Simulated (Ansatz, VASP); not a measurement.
# Be4Se3 in VASP and in Ansatz

```
Be Se
1.0
     1.77812    1.02660   10.95423
    -1.77812    1.02660   10.95423
     0.00000   -2.05320   10.95423
Be Se
4 3
Direct
  0.13011 0.13011 0.13011
  0.86989 0.86989 0.86989
  0.29603 0.29603 0.29603
  0.70397 0.70397 0.70397
  0.22933 0.22933 0.22933
  0.77067 0.77067 0.77067
  0.00000 0.00000 0.00000
```

Change from the starting cell: species swapped into the Al4C3 type (R-3m, No. 166).

Alike in both runs: functional PBE; k mesh 5 × 5 × 5; occupations gaussian, width 0.2 eV; no spin polarisation.

Ansatz relaxed the structure, and its values are those at the end. VASP's run is a single point on that final structure, the one shown.

```csv
,VASP,Ansatz
version,VASP 6.6.1,Ansatz 0.2.0
potentials or method,"VASP PAW PBE potentials, release 64 (Be, Se), cutoff 520 eV","scalar-relativistic, plane waves, PAW"
valence electrons in the cell,26,56
```

```csv
,VASP,Ansatz,Ansatz less VASP
gap on the k mesh at the Fermi level (eV),0.02,0.02,0.000
least direct gap on the mesh (eV),0.22,0.22,+0.002
pressure (GPa),0.2,0.0,-0.15
rms of the force components (eV/Å),0.007,0.007,+0.0002
```

VASP's potentials hold 26 valence electrons a cell and Ansatz's 56, so a difference there can come from the potentials and not from the codes.
